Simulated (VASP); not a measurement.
A run of VASP 6.6.1 is set up as follows.

INCAR

```
  PREC = Accurate
  ENCUT = 700
  EDIFF = 1E-6
  ISMEAR = 0
  SIGMA = 0.05
  LREAL = Auto
  LASPH = T
  NELM = 200
  ALGO = Normal
  ISIF = 2
  LWAVE = F
  LCHARG = F
  ISPIN = 2
  MAGMOM = 1 0 0 0 0 0 0 0 0 0 0 0 0 0 0 0
  LORBIT = 11
  LMAXMIX = 4
  LDAU = T
  LDAUTYPE = 2
  LDAUL = 2 -1
  LDAUU = 2 0
  LDAUJ = 0 0
  LDAUPRINT = 1
  GGA = PS
  NBANDS = 54
  GGA_COMPAT = F
```

KPOINTS

```
regular mesh
0
Gamma
  4 4 4
```

POSCAR

```
TaC15
1.0
    0.0000000000      3.5668800000      3.5668800000
    3.5668800000      0.0000000000      3.5668800000
    3.5668800000      3.5668800000      0.0000000000
Ta C
1 15
Direct
    0.0000000000      0.0000000000      0.0000000000
    0.0011439093      0.0011439093      0.4988560907
    0.0011439093      0.4988560907      0.0011439093
    0.0011439093      0.4988560907      0.4988560907
    0.4988560907      0.0011439093      0.0011439093
    0.4988560907      0.0011439093      0.4988560907
    0.4988560907      0.4988560907      0.0011439093
    0.5000000000      0.5000000000      0.5000000000
    0.1453157598      0.1453157598      0.1453157598
    0.1453157598      0.1453157598      0.5640527205
    0.1453157598      0.5640527205      0.1453157598
    0.1276941620      0.6241019460      0.6241019460
    0.5640527205      0.1453157598      0.1453157598
    0.6241019460      0.1276941620      0.6241019460
    0.6241019460      0.6241019460      0.1276941620
    0.6241019460      0.6241019460      0.6241019460
```

Potentials or basis: VASP PAW PBE potentials, release 64 (Ta_sv_GW, C).

Launch:

```console
$ cat potpaw_PBE.64/Ta_sv_GW/POTCAR potpaw_PBE.64/C/POTCAR > POTCAR
$ mpirun -np 1 vasp_std > vasp.out
```

Task: Estimate the site moments.

Result: Ta +0.17; C +0.01, -0.00, -0.01 (each value once) μB.

Task: What does it give for the net moment?

Result: 0.25 μB per cell.

Eigenvalues of the final occupation matrices:
| site | spin | trace | eigenvalues |
| --- | --- | --- | --- |
| site 1 d | 1 | 1.96 | 0.28 0.28 0.47 0.47 0.47 |
| site 1 d | 2 | 1.80 | 0.21 0.21 0.46 0.46 0.46 |

Caveat: the k points lie up to 0.38 Å⁻¹ apart; spin-orbit coupling is left out, which moves the levels of the heavy elements; the U is typed as a test and isn't derived for this compound.
